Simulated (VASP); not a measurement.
# PtSe2 in VASP: notebook

The runs below take PtSe2 through single point, with PBE+D3(BJ).

Program: VASP 6.6.1. These are calculated values, not measurements. Logs are shortened: lines on timing, memory, paths and dates and some standing lists are left out, and cuts for length are marked.

### 1 The cell of the first run

The cell holds a sheet with vacuum, 3 atoms: a = 3.724 Å, b = 3.724 Å, c = 19.062 Å, α = 90.00°, β = 90.00°, γ = 120.00°.

### 2 Single point, PBE+D3(BJ)

Contents of INCAR:

```
SYSTEM = PtSe2
PREC = Accurate
ENCUT = 520
EDIFF = 1E-7
ISMEAR = 0
SIGMA = 0.03
LREAL = .FALSE.
LASPH = .TRUE.
NELM = 60
ALGO = Normal
ISIF = 2
LWAVE = .FALSE.
LCHARG = .FALSE.
LDIPOL = .TRUE.
IDIPOL = 3
DIPOL = 0.5 0.5 0.500
GGA = PE
IVDW = 12
NBANDS = 18
```

Contents of KPOINTS:

```
Automatic mesh
0
G
  12 12 1
  0 0 0
```

Contents of POSCAR:

```
PtSe2
1.0
    3.7240000000      0.0000000000      0.0000000000
   -1.8620000000      3.2250786037      0.0000000000
    0.0000000000      0.0000000000     19.0620000000
Pt Se
1 2
Direct
    0.0000000000      0.0000000000      0.5000000000
    0.3333333333      0.6666666667      0.5676739062
    0.6666666667      0.3333333333      0.4323260938
```

Potentials or basis: VASP PAW PBE potentials, release 64 (Pt, Se).

Launch:

```sh
cat potpaw_PBE.64/Pt/POTCAR potpaw_PBE.64/Se/POTCAR > POTCAR
mpirun -np 1 vasp_std > vasp.out
```

OUTCAR:

```text
SYSTEM = PtSe2
   PREC = Accurate
   ENCUT = 520
   EDIFF = 1E-7
   ISMEAR = 0
   LREAL = .FALSE.
   LASPH = .TRUE.
   NELM = 60
   ISIF = 2
   GGA = PE
   IVDW = 12
 IVDW          = 12

 ion  position               nearest neighbor table
   1  0.000  0.000  0.500-   2 2.51   3 2.51   3 2.51   2 2.51   3 2.51   2 2.51
   2  0.333  0.667  0.568-   1 2.51   1 2.51   1 2.51
   3  0.667  0.333  0.432-   1 2.51   1 2.51   1 2.51

  LATTYP: Found a hexagonal cell.
 ALAT       =     3.7240000000
 C/A-ratio  =     5.1186895811

  Lattice vectors:

 A1 = (   3.7240000000,   0.0000000000,   0.0000000000)
 A2 = (  -1.8620000000,   3.2250786037,   0.0000000000)
 A3 = (   0.0000000000,   0.0000000000,  19.0620000000)

Analysis of symmetry for initial positions (statically):
=====================================================================
 Subroutine PRICEL returns:
 Original cell was already a primitive cell.

 Routine SETGRP: Setting up the symmetry group for a
 hexagonal supercell.

 Subroutine GETGRP returns: Found 12 space group operations
 (whereof 12 operations were pure point group operations)
 out of a pool of 24 trial point group operations.

The static configuration has the point symmetry D_3d.

Analysis of symmetry for dynamics (positions and initial velocities):
=====================================================================
 Subroutine PRICEL returns:
 Original cell was already a primitive cell.

 Routine SETGRP: Setting up the symmetry group for a
 hexagonal supercell.

 Subroutine GETGRP returns: Found 12 space group operations
 (whereof 12 operations were pure point group operations)
 out of a pool of 24 trial point group operations.

The dynamic configuration has the point symmetry D_3d.

 Subroutine INISYM returns: Found 12 space group operations
 (whereof 12 operations are pure point group operations),
 and found     1 'primitive' translations

----------------------------------------------------------------------------------------

                                     Primitive cell

  volume of cell :     228.9383

  direct lattice vectors                    reciprocal lattice vectors
     3.724000000  0.000000000  0.000000000     0.268528464  0.155034981  0.000000000
    -1.862000000  3.225078604  0.000000000     0.000000000  0.310069962  0.000000000
     0.000000000  0.000000000 19.062000000     0.000000000  0.000000000  0.052460392

  length of vectors
     3.724000000  3.724000000 19.062000000     0.310069962  0.310069962  0.052460392

  position of ions in fractional coordinates (direct lattice)
     0.000000000  0.000000000  0.500000000
[... 84 lines left out ...]
   PSTRESS=    0.0 pullay stress
   NELECT =      22.0000    total number of electrons
   NUPDOWN=      -1.0000    fix difference up-down
   EMIN   =  10.00;   EMAX   =-10.00  energy-range for DOS
   EFERMI =   0.00;   METHOD = LEGACY
   ISMEAR =     0;   SIGMA  =   0.03  broadening in eV -4-tet -1-fermi 0-gaus
   EFERMI_NEDOS =   21; number of points for ismear=-14 and -15
   IALGO  =     38    algorithm
   IMIX   =      4    mixing-type and parameters
     AMIX     =   0.40;   BMIX     =  1.00
     AMIX_MAG =   1.60;   BMIX_MAG =  1.00
  volume/ion in A,a.u.               =      76.31       514.98
  Fermi-wavevector in a.u.,A,eV,Ry     =   0.749853  1.417017  7.650281  0.562280
  Thomas-Fermi vector in A             =   1.846469
   LORBIT       =      0    0 simple, 1 ext, 2 COOP (PROOUT), +10 PAW based schemes
   GGA     = PE    functional components
   LHFCALC =     F    Hartree Fock is set to
   AEXX    =    0.0000 exact exchange contribution
   IVDW    =    12    specifies the selected vdW correction
   LEPSILON=     F    determine dielectric tensor
   LRPA    =     F    only Hartree local field effects (RPA)
 non-spin polarized calculation
 Gauss-broadening in eV      SIGMA  =   0.03
  energy-cutoff  :      520.00
  volume of cell :      228.94
 maximum number of plane-waves:      6195
 NGX is ok and might be reduce to    28
   NGX = 13   NGY = 13   NGZ = 71

 dipolmoment           0.000000      0.000000     -0.000000 electrons x Angstroem

 number of electron      22.0000001 magnetization

 dipolmoment           0.000000      0.000000      0.000000 electrons x Angstroem

 Free energy of the ion-electron system (eV)
  ---------------------------------------------------
  ext. energy  EPLUGINS =         0.00000000
  ---------------------------------------------------
  free energy    TOTEN  =       -14.28199727 eV

  energy without entropy =      -14.28199727  energy(sigma->0) =      -14.28199727

 E-fermi :  -2.6271     XC(G=0):  -3.4990

 val. band max:       -2.7676770394   @ k =   0.1667   0.1667   0.0000
 cond. band min:      -1.3368129902   @ k =   0.2500   0.0000   0.0000
 fundamental gap:      1.4308640492
 Fermi energy:        -2.6271274705

 k-point     1 :       0.0000    0.0000    0.0000
  band No.  band energies     occupation
      1     -16.8495      2.00000
      2     -14.9536      2.00000
      3      -7.9561      2.00000
      4      -7.9561      2.00000
      5      -7.8546      2.00000
      6      -5.6474      2.00000
[... 376 lines left out ...]
      5      -7.6899      2.00000
      6      -6.2136      2.00000
[... 10 lines left out ...]
     17       6.0463      0.00000
     18       6.1804      0.00000

------------------------ aborting loop because EDIFF is reached ----------------------------------------

 vacuum level on the upper side and lower side of the slab       (xc-potential included)        -0.076        -0.076

 Edisp (eV)   -0.89371

 E8    (eV) :    -0.4101

  FORCE on cell =-STRESS in cart. coord.  units (eV):
  Direction    XX          YY          ZZ          XY          YZ          ZX
  --------------------------------------------------------------------------------------
  -------------------------------------------------------------------------------------
  Total       0.28347     0.28347     0.74405    -0.00000     0.00000    -0.00000
  in kB       1.98382     1.98382     5.20710    -0.00000     0.00000    -0.00000
  external pressure =        3.06 kB  Pullay stress =        0.00 kB

 VOLUME and BASIS-vectors are now :
 -----------------------------------------------------------------------------
  energy-cutoff  :      520.00
  volume of cell :      228.94
      direct lattice vectors                 reciprocal lattice vectors
     3.724000000  0.000000000  0.000000000     0.268528464  0.155034981  0.000000000
    -1.862000000  3.225078604  0.000000000     0.000000000  0.310069962  0.000000000
     0.000000000  0.000000000 19.062000000     0.000000000  0.000000000  0.052460392

 POSITION                                       TOTAL-FORCE (eV/Angst)
 -----------------------------------------------------------------------------------
      0.00000      0.00000      9.53100         0.000000      0.000000      0.000000
     -0.00000      2.15005     10.82100         0.000000     -0.000000      0.296021
      1.86200      1.07503      8.24100        -0.000000      0.000000     -0.296021
 -----------------------------------------------------------------------------------
    total drift:                                0.000000      0.000000      0.000000

  FREE ENERGIE OF THE ION-ELECTRON SYSTEM (eV)
  ---------------------------------------------------
  free  energy   TOTEN  =       -15.1757067251 eV

  energy  without entropy=      -15.1757067251  energy(sigma->0) =      -15.17570673

 vacuum level on the upper side and lower side of the slab         2.913         2.913
```

OSZICAR:

```text
N       E                     dE             d eps       ncg     rms          rms(c)
DAV:   1     0.157253681974E+03    0.15725E+03   -0.76126E+03   684   0.911E+02
DAV:   2     0.786183950036E+00   -0.15647E+03   -0.14772E+03   934   0.168E+02
DAV:   3    -0.148479693454E+02   -0.15634E+02   -0.15517E+02   824   0.625E+01
[... 17 lines left out ...]
DAV:  21    -0.142819957248E+02   -0.88828E-06   -0.37472E-08   704   0.955E-04    0.641E-04
DAV:  22    -0.142819967307E+02   -0.10059E-05   -0.15820E-08   660   0.413E-04    0.418E-04
DAV:  23    -0.142819970453E+02   -0.31462E-06   -0.89036E-09   676   0.390E-04    0.999E-05
DAV:  24    -0.142819972595E+02   -0.21422E-06   -0.65063E-09   602   0.217E-04    0.392E-05
DAV:  25    -0.142819972721E+02   -0.12591E-07   -0.10487E-10   700   0.437E-05
   1 F= -.15175707E+02 E0= -.15175707E+02  d E =-.226592E-12
```

stdout:

```text
POSCAR found type information on POSCAR PtSe
 POSCAR found :  2 types and       3 ions
 scaLAPACK will be used
 LDA part: xc-table for (Slater+PW92), standard interpolation
 POSCAR, INCAR and KPOINTS ok, starting setup
 FFT: planning ... GRIDC
 FFT: planning ... GRID_SOFT
 FFT: planning ... GRID
 WAVECAR not read
 entering main loop
```

Wall time 2.9 min (1 thread of Intel Xeon Platinum 8375C at 2.90GHz (Ice Lake), shared host); peak memory 0.35 GiB.

What came out:

| Property | Result |
| --- | --- |
| Free energy | -15.1757 eV |
| Largest force | 0.296 eV/Å |
| Band gap on the k mesh | 1.43 eV, indirect (least direct gap 1.60 eV) |
| Dispersion energy per atom | -0.298 eV |

Forces in eV/Å, atoms in the order of the input:
```
Pt   0.000  0.000  0.000
Se   0.000  0.000  0.296
Se   0.000  0.000 -0.296
```

Caveat: spin-orbit coupling is left out, which moves the levels of the heavy elements.

### 3 Single point, PBE+D3(BJ)

This run uses another cell than the first one, of 114.87 Å³/atom, 1.505 times its volume.

Contents of INCAR:

```
  ALGO = Normal
  DIPOL = 0.5 0.5 0.329
  EDIFF = 1E-7
  ENCUT = 520
  GGA = PE
  IDIPOL = 3
  ISIF = 2
  ISMEAR = 0
  IVDW = 12
  LASPH = True
  LCHARG = True
  LDIPOL = True
  LELF = True
  LREAL = False
  LVACPOTAV = True
  LVHAR = True
  LWAVE = False
  NBANDS = 18
  NELM = 100
  PREC = Accurate
  SIGMA = 0.03
```

Contents of KPOINTS:

```
k-points
0
Gamma
  12 12 1
```

Contents of POSCAR:

```
PtSe2
1.0
    3.7068012726      0.0000000000      0.0000000000
   -1.8534006363      3.2101840689      0.0000000000
    0.0000000000      0.0000000000     28.9599999999
Pt Se
1 2
Direct
    0.0000000000      0.0000000000      0.3291091160
    0.3333333333      0.6666666667      0.3748522637
    0.6666666667      0.3333333333      0.2833659683
```

Potentials or basis: VASP PAW PBE potentials, release 64 (Pt, Se).

Launch:

```sh
cat potpaw_PBE.64/Pt/POTCAR potpaw_PBE.64/Se/POTCAR > POTCAR
mpirun -np 1 vasp_std > vasp.out
```

Run time: 5.5 min. Hardware: 1 thread of Intel Xeon Platinum 8375C at 2.90GHz (Ice Lake), shared host; peak memory 0.49 GiB.

It converged, with:

```yaml
Free_energy: -15.1837 eV
Band_gap_on_the_k_mesh: 1.37 eV, indirect (least direct gap 1.66 eV)
Dispersion_energy_per_atom: -0.299 eV
```

Forces in eV/Å, atoms in the order of the input:
```
Pt   0.000  0.000  0.000
Se   0.000  0.000 -0.002
Se   0.000  0.000  0.002
```

Levels at points of the mesh, in eV from the valence-band top:
```tsv
k point	band 9	band 10	band 11	band 12	band 13	band 14
(0.00, 0.00, 0.00)	-0.68	0.00	0.00	2.95	2.95	4.50
(0.50, 0.00, 0.00)	-1.97	-1.80	-1.48	2.40	2.69	4.66
```

Caveat: spin-orbit coupling is left out, which moves the levels of the heavy elements.
